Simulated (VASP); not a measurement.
**Ti2In: single point with PBE**

The system is Ti2In.

```
Ti In
1.0
     4.73107    0.00000    0.00000
    -2.36553    4.09723    0.00000
     0.00000    0.00000    2.85438
Ti In
2 1
Direct
  0.33333 0.66667 0.50000
  0.66667 0.33333 0.50000
  0.00000 0.00000 0.00000
```

```
Program                : VASP 6.6.1
Task                   : single point
Functional             : PBE
Potentials or basis    : VASP PAW PBE potentials, release 64 (Ti_sv, In_d)
Cutoff                 : 520 eV
k mesh                 : 6 × 6 × 6
Occupations            : gaussian, width 0.1 eV
Spin                   : no spin polarisation
Dipole correction      : no
Further INCAR settings : ALGO = Normal; EDIFF = 1e-07; NBANDS = 26
```

* Pressure: 0.1 GPa

Stress tensor (GPa, compression positive):
```
0.08 0.00 0.00
0.00 0.08 0.00
0.00 0.00 0.01
```

Levels at points of the mesh, in eV from the Fermi level:
```tsv
k point	band 14	band 15	band 16	band 17	band 18	band 19	band 20	band 21	band 22	band 23
(0.00, 0.00, 0.00)	-8.61	-2.12	-2.12	-1.15	-0.20	0.15	0.15	1.90	1.90	2.79
(0.50, 0.00, 0.00)	-7.30	-4.71	-1.57	-1.54	-0.48	-0.25	-0.16	1.78	1.92	2.22
(0.00, 0.00, 0.50)	-3.99	-3.57	-0.96	-0.96	0.19	0.19	0.80	0.80	1.09	1.09
(0.50, 0.00, 0.50)	-3.70	-2.76	-2.14	-1.52	-0.25	0.05	0.26	1.69	2.56	2.71
```

Wall time 16 s on 1 thread of Intel(R) Xeon(R) 6975P-C (Granite Rapids), with other jobs on the host, peak memory 0.19 GiB.

Caveat: the k points lie up to 0.37 Å⁻¹ apart; spin-orbit coupling is left out, which moves the levels of the heavy elements.
